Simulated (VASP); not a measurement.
# Cs2NaMgF6 (Fm-3m) in VASP: single point with LDA

Aim: the single point of Cs2NaMgF6 with LDA.

Everything below comes from runs of VASP 6.6.1. Logs are shortened: lines on timing, memory, paths and dates and some standing lists are left out, and cuts for length are marked.

## 1. The cell of the first run

Symmetry: Fm-3m, No. 225, cubic system. Conventional cell: a = 8.872 Å, b = 8.872 Å, c = 8.872 Å, α = 90.00°, β = 90.00°, γ = 90.00°. Within 4.1 Å of Cs (site symmetry -43m) lie 12 F at 3.14 Å and 4 Na at 3.84 Å and 4 Mg at 3.84 Å. Na (site symmetry m-3m) has 6 F at 2.40 Å within 3.2 Å. Within 2.7 Å of Mg (site symmetry m-3m) lie 6 F at 2.03 Å. Within 2.7 Å of F (site symmetry 4mm) lie 1 Mg at 2.03 Å and 1 Na at 2.40 Å.

## 2. Single point, LDA

INCAR

```
PREC     = Accurate       # precision mode
ENCUT    = 520            # plane-wave cutoff, eV
EDIFF    = 1E-6           # SCF threshold, eV
ISMEAR   = -1             # smearing method
SIGMA    = 0.15           # smearing width, eV
LREAL    = False          # projectors in reciprocal space
LASPH    = True           # aspherical terms in the spheres
NELM     = 60             # most SCF steps
ALGO     = Normal         # electronic algorithm
ISIF     = 2              # what is computed and relaxed
LWAVE    = False          # write WAVECAR
LCHARG   = True           # write CHGCAR
LELF     = True           # ELF
LVHAR    = True         
NBANDS   = 46             # bands
```

KPOINTS

```
Automatic mesh
0
Gamma
  5 5 5
```

POSCAR

```
Cs2NaMgF6
1.0
    0.0000000000      4.4360280000      4.4360280000
    4.4360280000      0.0000000000      4.4360280000
    4.4360280000      4.4360280000      0.0000000000
Cs Na Mg F
2 1 1 6
Direct
    0.2500000000      0.2500000000      0.2500000000
    0.7500000000      0.7500000000      0.7500000000
    0.0000000000      0.0000000000      0.0000000000
    0.5000000000      0.5000000000      0.5000000000
    0.2710660000      0.7289340000      0.7289340000
    0.2710660000      0.7289340000      0.2710660000
    0.7289340000      0.2710660000      0.7289340000
    0.7289340000      0.7289340000      0.2710660000
    0.2710660000      0.2710660000      0.7289340000
    0.7289340000      0.2710660000      0.2710660000
```

Potentials or basis: VASP PAW LDA potentials, release 64 (Cs_sv, Na_pv, Mg, F).

Run with:

```
$ cat potpaw_LDA.64/Cs_sv/POTCAR potpaw_LDA.64/Na_pv/POTCAR potpaw_LDA.64/Mg/POTCAR potpaw_LDA.64/F/POTCAR > POTCAR
$ mpirun -np 1 vasp_std > vasp.out
```

OUTCAR:

```text
PREC = Accurate
   ENCUT = 520
   EDIFF = 1E-6
   ISMEAR = -1
   LREAL = False
   LASPH = True
   NELM = 60
   ISIF = 2

 ion  position               nearest neighbor table
   1  0.250  0.250  0.250-
   2  0.750  0.750  0.750-
   3  0.000  0.000  0.000-
   4  0.500  0.500  0.500-   5 2.03   6 2.03   7 2.03   8 2.03   9 2.03  10 2.03
   5  0.271  0.729  0.729-   4 2.03
   6  0.271  0.729  0.271-   4 2.03
   7  0.729  0.271  0.729-   4 2.03
   8  0.729  0.729  0.271-   4 2.03
   9  0.271  0.271  0.729-   4 2.03
  10  0.729  0.271  0.271-   4 2.03

  LATTYP: Found a face centered cubic cell.
 ALAT       =     8.8720560000

  Lattice vectors:

 A1 = (   0.0000000000,   4.4360280000,   4.4360280000)
 A2 = (   4.4360280000,   0.0000000000,   4.4360280000)
 A3 = (   4.4360280000,   4.4360280000,   0.0000000000)

Analysis of symmetry for initial positions (statically):
=====================================================================
 Subroutine PRICEL returns:
 Original cell was already a primitive cell.

 Routine SETGRP: Setting up the symmetry group for a
 face centered cubic supercell.

 Subroutine GETGRP returns: Found 48 space group operations
 (whereof 48 operations were pure point group operations)
 out of a pool of 48 trial point group operations.

The static configuration has the point symmetry O_h .

Analysis of symmetry for dynamics (positions and initial velocities):
=====================================================================
 Subroutine PRICEL returns:
 Original cell was already a primitive cell.

 Routine SETGRP: Setting up the symmetry group for a
 face centered cubic supercell.

 Subroutine GETGRP returns: Found 48 space group operations
 (whereof 48 operations were pure point group operations)
 out of a pool of 48 trial point group operations.

The dynamic configuration has the point symmetry O_h .

 Subroutine INISYM returns: Found 48 space group operations
 (whereof 48 operations are pure point group operations),
 and found     1 'primitive' translations

----------------------------------------------------------------------------------------

                                     Primitive cell

  volume of cell :     174.5874

[... 93 lines left out ...]
   IBRION =     -1    ionic relax: 0-MD 1-quasi-New 2-CG
   NFREE  =      0    steps in history (QN), initial steepest desc. (CG)
   ISIF   =      2    stress and relaxation
   ISYM   =      2    0-nonsym 1-usesym 2-fastsym
   POTIM  = 0.5000    time-step for ionic-motion
   TEBEG  =    0.0;   TEEND  =   0.0 temperature during run
   PSTRESS=    0.0 pullay stress
   NELECT =      69.0000    total number of electrons
   NUPDOWN=      -1.0000    fix difference up-down
   EMIN   =  10.00;   EMAX   =-10.00  energy-range for DOS
   EFERMI =   0.00;   METHOD = LEGACY
   ISMEAR =    -1;   SIGMA  =   0.15  broadening in eV -4-tet -1-fermi 0-gaus
   EFERMI_NEDOS =   21; number of points for ismear=-14 and -15
   IALGO  =     38    algorithm
   IMIX   =      4    mixing-type and parameters
     AMIX     =   0.40;   BMIX     =  1.00
     AMIX_MAG =   1.60;   BMIX_MAG =  1.00
  volume/ion in A,a.u.               =      17.46       117.82
  Fermi-wavevector in a.u.,A,eV,Ry     =   1.201398  2.270313 19.638067  1.443357
  Thomas-Fermi vector in A             =   2.337208
   LORBIT       =      0    0 simple, 1 ext, 2 COOP (PROOUT), +10 PAW based schemes
   GGA     = CA    functional components
   LHFCALC =     F    Hartree Fock is set to
   AEXX    =    0.0000 exact exchange contribution
   IVDW    =     0    specifies the selected vdW correction
   LEPSILON=     F    determine dielectric tensor
   LRPA    =     F    only Hartree local field effects (RPA)
 non-spin polarized calculation
  energy-cutoff  :      520.00
  volume of cell :      174.59
 maximum number of plane-waves:      4732
   NGX = 23   NGY = 23   NGZ = 23

 number of electron      69.0000011 magnetization

 Free energy of the ion-electron system (eV)
  ---------------------------------------------------
  ext. energy  EPLUGINS =         0.00000000
  ---------------------------------------------------
  free energy    TOTEN  =       -47.07482878 eV

  energy without entropy =      -46.54996245  energy(sigma->0) =      -46.81239561

 E-fermi :  -2.3422     XC(G=0):  -9.4923

 val. band max:       -2.5739018550   @ k =  -0.2000   0.2000   0.0000
 cond. band min:       4.2831317301   @ k =   0.0000   0.0000   0.0000
 fundamental gap:      6.8570335851
 Fermi energy:        -2.3422222767

 k-point     1 :       0.0000    0.0000    0.0000
  band No.  band energies     occupation
      1     -21.8064      2.00000
      2     -21.8064      2.00000
      3     -21.8064      2.00000
      4     -21.7517      2.00000
      5     -21.2419      2.00000
      6     -21.2419      2.00000
[... 479 lines left out ...]
     45       8.7589      0.00000
     46       9.1254      0.00000

------------------------ aborting loop because EDIFF is reached ----------------------------------------

  FORCE on cell =-STRESS in cart. coord.  units (eV):
  Direction    XX          YY          ZZ          XY          YZ          ZX
  --------------------------------------------------------------------------------------
  -------------------------------------------------------------------------------------
  Total       -6.0822520     -6.0822520     -6.0822520      0.0000000      0.0000000      0.0000000
  in kB      -55.8164435    -55.8164435    -55.8164435      0.0000000      0.0000000      0.0000000
  external PRESSURE =     -55.8164435 kB  Pullay stress =       0.0000000 kB

 VOLUME and BASIS-vectors are now :
 -----------------------------------------------------------------------------
  energy-cutoff  :      520.00
  volume of cell :      174.59
      direct lattice vectors                 reciprocal lattice vectors
     0.000000000  4.436028000  4.436028000    -0.112713445  0.112713445  0.112713445
     4.436028000  0.000000000  4.436028000     0.112713445 -0.112713445  0.112713445
     4.436028000  4.436028000  0.000000000     0.112713445  0.112713445 -0.112713445

 POSITION                                       TOTAL-FORCE (eV/Angst)
 -----------------------------------------------------------------------------------
      2.21801      2.21801      2.21801        -0.000000      0.000000     -0.000000
      6.65404      6.65404      6.65404         0.000000      0.000000     -0.000000
      0.00000      0.00000      0.00000         0.000000      0.000000     -0.000000
      4.43603      4.43603      4.43603         0.000000      0.000000     -0.000000
      6.46714      4.43603      4.43603        -0.228896      0.000000     -0.000000
      4.43603      2.40491      4.43603         0.000000      0.228896     -0.000000
      4.43603      6.46714      4.43603         0.000000     -0.228896     -0.000000
      4.43603      4.43603      6.46714         0.000000      0.000000     -0.228896
      4.43603      4.43603      2.40491         0.000000      0.000000      0.228896
      2.40491      4.43603      4.43603         0.228896      0.000000     -0.000000
 -----------------------------------------------------------------------------------
    total drift:                                0.000000      0.000000      0.000000

  FREE ENERGIE OF THE ION-ELECTRON SYSTEM (eV)
  ---------------------------------------------------
  free  energy   TOTEN  =       -47.0748287756 eV

  energy  without entropy=      -46.5499624523  energy(sigma->0) =      -46.81239561
```

OSZICAR:

```text
N       E                     dE             d eps       ncg     rms          rms(c)
DAV:   1     0.585251382213E+03    0.58525E+03   -0.34554E+04   968   0.144E+03
DAV:   2     0.162024525535E+01   -0.58363E+03   -0.55811E+03  1072   0.347E+02
DAV:   3    -0.500754746014E+02   -0.51696E+02   -0.50942E+02  1056   0.114E+02
DAV:   4    -0.511018561136E+02   -0.10264E+01   -0.10234E+01  1098   0.181E+01
DAV:   5    -0.511187886576E+02   -0.16933E-01   -0.16923E-01  1098   0.227E+00    0.115E+01
DAV:   6    -0.471015260997E+02    0.40173E+01   -0.18349E+01  1100   0.260E+01    0.398E+00
DAV:   7    -0.471509215241E+02   -0.49395E-01   -0.20058E+00  1040   0.547E+00    0.250E+00
DAV:   8    -0.470891969923E+02    0.61725E-01   -0.28813E-01  1032   0.323E+00    0.654E-01
DAV:   9    -0.470740083716E+02    0.15189E-01   -0.42596E-02  1256   0.215E+00    0.123E-01
DAV:  10    -0.470747589222E+02   -0.75055E-03   -0.64281E-03  1048   0.359E-01    0.737E-02
DAV:  11    -0.470748620185E+02   -0.10310E-03   -0.63633E-04  1216   0.179E-01    0.443E-02
DAV:  12    -0.470748316669E+02    0.30352E-04   -0.25816E-04  1282   0.124E-01    0.133E-02
DAV:  13    -0.470748291698E+02    0.24971E-05   -0.11940E-05  1084   0.198E-02    0.593E-03
DAV:  14    -0.470748287756E+02    0.39419E-06   -0.42322E-06   956   0.107E-02
   1 F= -.47074829E+02 E0= -.46812396E+02  d E =-.524866E+00
```

Wall time 91 s (1 thread of Intel Xeon Platinum 8375C at 2.90GHz (Ice Lake), shared host); peak memory 0.29 GiB.

Results:

```yaml
Free_energy: -47.0748 eV
Pressure: -5.6 GPa
Largest_force: 0.229 eV/Å
Band_gap_on_the_k_mesh: zero (an odd number of electrons rules out a gap without spin polarisation)
```

Forces on the atoms (eV/Å):
```
Cs   0.000  0.000  0.000
Cs   0.000  0.000  0.000
Na   0.000  0.000  0.000
Mg   0.000  0.000  0.000
F   -0.229  0.000  0.000
F    0.000  0.229  0.000
F    0.000 -0.229  0.000
F    0.000  0.000 -0.229
F    0.000  0.000  0.229
F    0.229  0.000  0.000
```

Levels at points of the mesh, in eV from the Fermi level:
```
           k point  band 31  band 32  band 33  band 34  band 35  band 36  band 37  band 38  band 39  band 40
(0.00, 0.00, 0.00)    -0.25    -0.25    -0.25    -0.25    -0.25     6.63     8.21     8.21     8.72     8.72
```

Caveat: the cell stands under tension; spin-orbit coupling is left out, which moves the levels of the heavy elements; an odd number of electrons without spin polarisation forces a metal; a magnetic or distorted state may lie lower.
